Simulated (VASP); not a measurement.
ZnS: single point with PBE

The system is ZnS.

```
Zn S
1.0
     0.00000    2.81284    2.92102
     2.81284    0.00000    2.92102
     2.81284    2.81284    0.00000
Zn S
1 1
Direct
  0.00000 0.00000 0.00000
  0.75000 0.75000 0.75000
```

This cell differs from its parent crystal: strain +0.040 along x and y, +0.080 along z.

- Program: VASP 6.6.1
- Task: single point
- Functional: PBE
- Potentials or basis: VASP PAW PBE potentials, release 64 (Zn, S)
- Cutoff: 520 eV
- k mesh: 10 × 10 × 10
- Occupations: gaussian, width 0.05 eV
- Spin: no spin polarisation

```yaml
Pressure: -6.9 GPa
Band_gap_on_the_k_mesh: 1.40 eV, direct
```

Stress tensor (GPa, compression positive):
```
-6.37  0.00  0.00
 0.00 -6.37  0.00
 0.00  0.00 -8.05
```

Levels at points of the mesh, in eV from the valence-band top:
| k point | band 7 | band 8 | band 9 | band 10 | band 11 | band 12 |
| --- | --- | --- | --- | --- | --- | --- |
| (0.00, 0.00, 0.00) | -0.12 | 0.00 | 0.00 | 1.40 | 6.41 | 6.41 |
| (0.50, 0.00, 0.00) | -4.37 | -0.79 | -0.61 | 2.91 | 6.80 | 7.06 |
| (0.50, 0.50, 0.00) | -4.13 | -1.63 | -1.63 | 3.78 | 4.15 | 9.70 |
| (0.50, 0.00, 0.50) | -3.93 | -1.82 | -1.77 | 3.63 | 3.83 | 10.04 |

Run time: 2.3 min on 1 thread of Intel Xeon 8259CL, on a shared host, peak memory 0.22 GiB.

Caveat: the cell differs from its parent crystal (strain +0.040 along x and y, +0.080 along z).
